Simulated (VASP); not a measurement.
# SrLi3Y3Al9 in VASP: further runs

SrLi3Y3Al9 is run at these levels: PBE; tasks: single point.

Everything below comes from runs of VASP 6.6.1. Logs are shortened: lines on timing, memory, paths and dates and some standing lists are left out, and cuts for length are marked.

## (1) The cell of the first run

The cell holds a disordered packing, 16 atoms: a = 7.219 Å, b = 7.162 Å, c = 7.507 Å, α = 89.94°, β = 89.24°, γ = 89.82°.

## (2) Single point, PBE

Contents of INCAR:

```
SYSTEM = SrLi3Y3Al9
  PREC = Accurate
  ENCUT = 650
  EDIFF = 1E-6
  ISMEAR = -1
  SIGMA = 0.1267
  LREAL = Auto
  LASPH = .True.
  NELM = 120
  ALGO = Normal
  ISIF = 2
  LWAVE = .False.
  LCHARG = .False.
  GGA = PE
  NBANDS = 54
  ISYM = -1
  GGA_COMPAT = .False.
```

Contents of KPOINTS:

```
explicit points
1
Reciprocal
  0.25000000   0.25000000   0.25000000 1
```

Contents of POSCAR:

```
SrLi3Y3Al9
1.0
    7.2183580000      0.0114960000      0.0489650000
    0.0114960000      7.1617070000      0.0039830000
    0.0489650000      0.0039830000      7.5063760000
Al Y Li Sr
9 3 3 1
Direct
    0.6311508217      0.8512438995      0.0853368117
    0.9710467230      0.5936261528      0.7053158920
    1.0801934247      0.3844126565      0.1484518246
    0.4429751583      0.1349233597      0.6336902550
    0.7345033472      0.2060946360      0.9893929066
    0.5762861475      0.5074241844      0.5618079987
    0.3972289775      0.6913676921      0.7952837648
    0.7205404836      0.9009685300      0.7594874248
    0.7195197635      0.5399075352      0.8837124950
    0.4499348725      0.3689760373      0.2343156415
    0.1889506017      0.7605486756      0.4388776646
    0.9040923903      0.2056750109      0.5195552305
    0.6208611378      0.8590680426      0.4667250703
    0.2796866639      0.3719301031      0.8205621121
    0.8363858223      0.5754348317      0.2827634016
    0.1270108236      0.9826062029     -0.0064869926
```

Potentials or basis: VASP PAW PBE potentials, release 64 (Al, Y_sv, Li_sv, Sr_sv).

Started as:

```console
> cat potpaw_PBE.64/Al/POTCAR potpaw_PBE.64/Y_sv/POTCAR potpaw_PBE.64/Li_sv/POTCAR potpaw_PBE.64/Sr_sv/POTCAR > POTCAR
> mpirun -np 1 vasp_std > vasp.out
```

OUTCAR:

```text
SYSTEM = SrLi3Y3Al9
   PREC = Accurate
   ENCUT = 650
   EDIFF = 1E-6
   ISMEAR = -1
   LREAL = Auto
   LASPH = .True.
   NELM = 120
   ISIF = 2
   GGA = PE
   ISYM = -1

 ion  position               nearest neighbor table
   1  0.631  0.851  0.085-   8 2.55   5 2.74   9 2.76  13 2.86  15 2.89   7 3.00  16 3.76  16 3.83
                            10 3.86
   2  0.971  0.594  0.705-   9 2.28  11 2.80   8 2.87  14 2.87   6 3.12  12 3.15   7 3.24  16 3.72

   3  0.080  0.384  0.148-  15 2.43  10 2.76  14 2.84   5 3.06  16 3.12  12 3.30  11 3.56
   4  0.443  0.135  0.634-  14 2.49  13 2.66   8 2.78   6 2.89  10 3.43  12 3.46  11 3.58  16 3.68

   5  0.735  0.206  0.989-   9 2.52   1 2.74   8 2.79  10 2.97   3 3.06  16 3.25  12 3.72
   6  0.576  0.507  0.562-   7 2.53  13 2.64   9 2.65  10 2.82  15 2.84   4 2.89   2 3.12  12 3.21
                             8 3.36  11 3.46
   7  0.397  0.691  0.795-  14 2.45   6 2.53   9 2.66   8 2.79   1 3.00  11 3.12  16 3.21   2 3.24

   8  0.721  0.901  0.759-  13 2.34   1 2.55   9 2.75   4 2.78   7 2.79   5 2.79   2 2.87  12 3.12
                             6 3.36  16 3.49
   9  0.720  0.540  0.884-   2 2.28   5 2.52   6 2.65   7 2.66   8 2.75   1 2.76  10 3.48  12 3.86

  10  0.450  0.369  0.234-   3 2.76   6 2.82   5 2.97  15 3.19  14 3.36   4 3.43   9 3.48  11 3.70
                             1 3.86  16 4.06  12 4.11
  11  0.189  0.761  0.439-   2 2.80  15 3.12   7 3.12  13 3.21   6 3.46   3 3.56   4 3.58  10 3.70
                            16 3.73  12 3.83  16 4.47
  12  0.904  0.206  0.520-   8 3.12   2 3.15   6 3.21  15 3.23  13 3.25   3 3.30   4 3.46   5 3.72
                            11 3.83   9 3.86  10 4.11  16 4.23  16 4.53
  13  0.621  0.859  0.467-   8 2.34   6 2.64   4 2.66   1 2.86  11 3.21  12 3.25
  14  0.280  0.372  0.821-   7 2.45   4 2.49   3 2.84   2 2.87  16 3.26  10 3.36
  15  0.836  0.575  0.283-   3 2.43   6 2.84   1 2.89  11 3.12  10 3.19  12 3.23
  16  0.127  0.983  0.994-   3 3.12   7 3.21   5 3.25  14 3.26   8 3.49   4 3.68   2 3.72  11 3.73
                             1 3.76   1 3.83  10 4.06  12 4.23  11 4.47  12 4.53

IMPORTANT INFORMATION: All symmetrisations will be switched off!
NOSYMM: (Re-)initialisation of all symmetry stuff for point group C_1.

----------------------------------------------------------------------------------------

                                     Primitive cell

  volume of cell :     388.0296

  direct lattice vectors                    reciprocal lattice vectors
     7.218358000  0.011496000  0.048965000     0.138542144 -0.000221886 -0.000903609
     0.011496000  7.161707000  0.003983000    -0.000221886  0.139631912 -0.000072643
     0.048965000  0.003983000  7.506376000    -0.000903609 -0.000072643  0.133226011

  length of vectors
     7.218533227  7.161717334  7.506536757     0.138545269  0.139632107  0.133229096

  position of ions in fractional coordinates (direct lattice)
     0.631150822  0.851243899  0.085336812
     0.971046723  0.593626153  0.705315892
     0.080193425  0.384412656  0.148451825
     0.442975158  0.134923360  0.633690255
     0.734503347  0.206094636  0.989392907
     0.576286147  0.507424184  0.561807999
[... 8 lines left out ...]
     0.836385822  0.575434832  0.282763402
     0.127010824  0.982606203  0.993513007

  ion indices of the primitive-cell ions
   primitive index   ion index
                 1           1
                 2           2
                 3           3
                 4           4
                 5           5
                 6           6
[... 8 lines left out ...]
                15          15
                16          16

----------------------------------------------------------------------------------------

 KPOINTS: explicit points

Read explicit list of k-points.

 Found      1 k-points:

 Following reciprocal coordinates:
            Coordinates               Weight
  0.250000  0.250000  0.250000      1.000000
   k-points           NKPTS =      1   k-points in BZ     NKDIM =      1   number of bands    NBANDS=     54
   number of dos      NEDOS =    301   number of ions     NIONS =     16
   total plane-waves  NPLWV = 230400
   dimension x,y,z NGX =    60 NGY =   60 NGZ =   64
   dimension x,y,z NGXF=   120 NGYF=  120 NGZF=  128
   ions per type =               9   3   3   1
   NGX,Y,Z   is equivalent  to a cutoff of  13.82, 13.93, 14.17 a.u.
   NGXF,Y,Z  is equivalent  to a cutoff of  27.64, 27.86, 28.35 a.u.
 SYSTEM =  SrLi3Y3Al9
   PREC   = accura    normal or accurate (medium, high low for compatibility)
   ISTART =      0    job   : 0-new  1-cont  2-samecut
   ICHARG =      2    charge: 1-file 2-atom 10-const
   ISPIN  =      1    spin polarized calculation?
   LNONCOLLINEAR =      F non collinear calculations
   LSORBIT =      F    spin-orbit coupling
   LASPH  =      T    aspherical Exc in radial PAW
   ENCUT  =  650.0 eV  47.77 Ry    6.91 a.u.  15.01 14.89 15.60*2*pi/ulx,y,z
   NELM   =    120;   NELMIN=  2; NELMDL= -5     # of ELM steps
   EDIFF  = 0.1E-05   stopping-criterion for ELM
   LREAL  =      T    real-space projection
   EDIFFG = 0.1E-04   stopping-criterion for IOM
   NSW    =      0    number of steps for IOM
   IBRION =     -1    ionic relax: 0-MD 1-quasi-New 2-CG
   NFREE  =      0    steps in history (QN), initial steepest desc. (CG)
   ISIF   =      2    stress and relaxation
   ISYM   =     -1    0-nonsym 1-usesym 2-fastsym
   POTIM  = 0.5000    time-step for ionic-motion
   TEBEG  =    0.0;   TEEND  =   0.0 temperature during run
   PSTRESS=    0.0 pullay stress
   NELECT =      79.0000    total number of electrons
   NUPDOWN=      -1.0000    fix difference up-down
   EMIN   =  10.00;   EMAX   =-10.00  energy-range for DOS
   EFERMI =   0.00;   METHOD = LEGACY
   ISMEAR =    -1;   SIGMA  =   0.13  broadening in eV -4-tet -1-fermi 0-gaus
   EFERMI_NEDOS =   21; number of points for ismear=-14 and -15
   IALGO  =     38    algorithm
   IMIX   =      4    mixing-type and parameters
     AMIX     =   0.40;   BMIX     =  1.00
     AMIX_MAG =   1.60;   BMIX_MAG =  1.00
  volume/ion in A,a.u.               =      24.25       163.66
  Fermi-wavevector in a.u.,A,eV,Ry     =   0.963080  1.819957 12.619711  0.927523
  Thomas-Fermi vector in A             =   2.092594
   LORBIT       =      0    0 simple, 1 ext, 2 COOP (PROOUT), +10 PAW based schemes
   GGA     = PE    functional components
   LHFCALC =     F    Hartree Fock is set to
   AEXX    =    0.0000 exact exchange contribution
   IVDW    =     0    specifies the selected vdW correction
   LEPSILON=     F    determine dielectric tensor
   LRPA    =     F    only Hartree local field effects (RPA)
 non-spin polarized calculation
  energy-cutoff  :      650.00
  volume of cell :      388.03
 maximum number of plane-waves:     14609
 NGX is ok and might be reduce to    60
   NGX = 31   NGY = 29   NGZ = 31

 number of electron      79.0000009 magnetization

 Free energy of the ion-electron system (eV)
  ---------------------------------------------------
  ext. energy  EPLUGINS =         0.00000000
  ---------------------------------------------------
  free energy    TOTEN  =       -57.83095245 eV

  energy without entropy =      -57.23446079  energy(sigma->0) =      -57.53270662

 E-fermi :   3.6627     XC(G=0):  -8.8205

 val. band max:        3.6484726209   @ k =   0.2500   0.2500   0.2500
 cond. band min:       3.8215104511   @ k =   0.2500   0.2500   0.2500
 fundamental gap:      0.1730378303
 Fermi energy:         3.6626815419

 k-point     1 :       0.2500    0.2500    0.2500
  band No.  band energies     occupation
      1     -42.2874      2.00000
      2     -42.2723      2.00000
      3     -42.1937      2.00000
      4     -39.5960      2.00000
      5     -39.5769      2.00000
      6     -39.1925      2.00000
[... 43 lines left out ...]
     50       5.6658      0.00000
     51       5.7752      0.00000
 [bands above 51 left out]

------------------------ aborting loop because EDIFF is reached ----------------------------------------

  FORCE on cell =-STRESS in cart. coord.  units (eV):
  Direction    XX          YY          ZZ          XY          YZ          ZX
  --------------------------------------------------------------------------------------
  -------------------------------------------------------------------------------------
  Total        0.1896430     -1.2496508      1.9351133     -6.5165172     -1.7665927     -6.7817789
  in kB        0.7830375     -5.1598184      7.9900988    -26.9067535     -7.2942757    -28.0020209
  external PRESSURE =       1.2044393 kB  Pullay stress =       0.0000000 kB

 VOLUME and BASIS-vectors are now :
 -----------------------------------------------------------------------------
  energy-cutoff  :      650.00
  volume of cell :      388.03
      direct lattice vectors                 reciprocal lattice vectors
     7.218358000  0.011496000  0.048965000     0.138542144 -0.000221886 -0.000903609
     0.011496000  7.161707000  0.003983000    -0.000221886  0.139631912 -0.000072643
     0.048965000  0.003983000  7.506376000    -0.000903609 -0.000072643  0.133226011

 POSITION                                       TOTAL-FORCE (eV/Angst)
 -----------------------------------------------------------------------------------
      4.56984      6.10396      0.67486        -0.686996     -0.146694      1.184400
      7.05072      4.26535      5.34428         1.343662      0.118816     -1.008891
      0.59055      2.75456      1.11979        -0.839761      0.120059     -0.530490
      3.23013      0.97390      4.77894         0.071477     -0.396946     -0.213060
      5.35272      1.48837      7.46354         0.322228     -0.646017      0.025491
      4.19318      3.64289      4.24738         0.252399     -0.174372      0.106776
[... 8 lines left out ...]
      6.05779      4.13184      2.16577        -0.666082      0.533195      0.261911
      0.97675      7.04256      7.46781         0.064644     -0.772688     -0.167672
 -----------------------------------------------------------------------------------
    total drift:                               -0.018314      0.017757      0.003171

  FREE ENERGIE OF THE ION-ELECTRON SYSTEM (eV)
  ---------------------------------------------------
  free  energy   TOTEN  =       -57.8309524526 eV

  energy  without entropy=      -57.2344607895  energy(sigma->0) =      -57.53270662
```

Wall time 48 s (1 thread of Intel Xeon Platinum 8488C (Sapphire Rapids), shared host); peak memory 0.52 GiB.

Results:

```
Free energy            : -57.8310 eV
Pressure               : 0.1 GPa
Largest force          : 2.671 eV/Å
Band gap on the k mesh : zero (an odd number of electrons rules out a gap without spin polarisation)
```

Forces in eV/Å, atoms in the order of the input:
```
Al  -0.687 -0.147  1.184
Al   1.344  0.119 -1.009
Al  -0.840  0.120 -0.530
Al   0.071 -0.397 -0.213
Al   0.322 -0.646  0.025
Al   0.252 -0.174  0.107
Al  -0.192  1.116  0.361
Al   0.852  0.293 -0.099
Al  -1.745 -0.322  1.996
Y    0.685 -0.272 -0.414
Y    0.649  0.143 -0.166
Y    0.182  0.636  0.040
Li   0.002 -0.191 -1.457
Li  -0.295 -0.040  0.080
Li  -0.666  0.533  0.262
Sr   0.065 -0.773 -0.168
```

Levels at points of the mesh, in eV from the Fermi level:
```tsv
k point	band 36	band 37	band 38	band 39	band 40	band 41	band 42	band 43	band 44	band 45
(0.25, 0.25, 0.25)	-0.73	-0.49	-0.29	-0.19	-0.01	0.16	0.41	0.60	0.86	0.99
```

Caveat: the atoms stand as in a frame of molecular dynamics.

## (3) Single point, PBE

Contents of INCAR:

```
  PREC = Accurate
  ENCUT = 650
  EDIFF = 1E-6
  ISMEAR = -1
  SIGMA = 0.1267
  LREAL = Auto
  LASPH = True
  NELM = 120
  ALGO = Normal
  ISIF = 2
  LWAVE = False
  LCHARG = False
  GGA = PE
  ISYM = -1
  NBANDS = 54
  GGA_COMPAT = False
```

KPOINTS is that of step 2.

Contents of POSCAR:

```
SrLi3Y3Al9
1.0
    7.2183580000      0.0114960000      0.0489650000
    0.0114960000      7.1617070000      0.0039830000
    0.0489650000      0.0039830000      7.5063760000
Al Y Li Sr
9 3 3 1
Direct
    0.5002413266      0.7753462826      0.0801723067
    0.9861381639      0.5968210905      0.7149318934
    1.0960738106      0.5277173008      0.1403084322
    0.4377559807      0.1537749956      0.5925419660
    0.6982161012      0.1620295821      0.8892582099
    0.6159218880      0.4750076392      0.5540615644
    0.3460236760      0.6530432829      0.7154057936
    0.7153782748      0.9100473727      0.6784765090
    0.7313272531      0.5510547291      0.9078963950
    0.4561989545      0.3330206826      0.2073771414
    0.1994968259      0.8277754346      0.4429977406
    0.9040007533      0.2730342227      0.4543067264
    0.6114205013      0.9006589604      0.3606649161
    0.2641861408      0.3597799539      0.8564653732
    0.7841681513      0.6264190927      0.2872712717
    0.0298704423      0.9021308932      0.0041367774
```

Potentials or basis: VASP PAW PBE potentials, release 64 (Al, Y_sv, Li_sv, Sr_sv).

Started as:

```console
> cat potpaw_PBE.64/Al/POTCAR potpaw_PBE.64/Y_sv/POTCAR potpaw_PBE.64/Li_sv/POTCAR potpaw_PBE.64/Sr_sv/POTCAR > POTCAR
> mpirun -np 1 vasp_std > vasp.out
```

Wall time 45 s (1 thread of Intel Xeon Platinum 8488C (Sapphire Rapids), shared host); peak memory 0.52 GiB.

Results (log left out):

```yaml
Free_energy: -57.5014 eV
Pressure: 0.8 GPa
Largest_force: 2.276 eV/Å
Band_gap_on_the_k_mesh: zero (an odd number of electrons rules out a gap without spin polarisation)
```

Forces on the atoms (eV/Å):
```
Al  -0.807  0.196 -0.711
Al   0.696 -0.002 -1.375
Al   0.096 -0.937 -0.043
Al   0.138 -0.219  0.158
Al  -0.842  1.423  0.745
Al  -1.181  1.189  0.752
Al   1.163  0.369  1.624
Al   0.560 -1.393 -0.737
Al  -1.290 -0.580  1.277
Y    0.341 -0.405  0.119
Y   -0.795  0.184 -1.177
Y    1.857 -1.304 -0.184
Li   0.063  0.631  0.175
Li  -0.295 -0.900 -0.178
Li   0.122  0.289 -0.181
Sr   0.173  1.459 -0.265
```

Stress tensor (GPa, compression positive):
```
-0.26 -3.82 -0.85
-3.82  1.81 -0.91
-0.85 -0.91  0.74
```

Levels at points of the mesh, in eV from the Fermi level:
```
           k point  band 36  band 37  band 38  band 39  band 40  band 41  band 42  band 43
(0.25, 0.25, 0.25)    -0.77    -0.65    -0.40    -0.19     0.05     0.15     0.30     0.65
```

Caveat: the atoms stand as in a frame of molecular dynamics.

(Part 1 of 3 ends here.)

The gap in the log of VASP goes by the Fermi energy; the results here count the filled bands.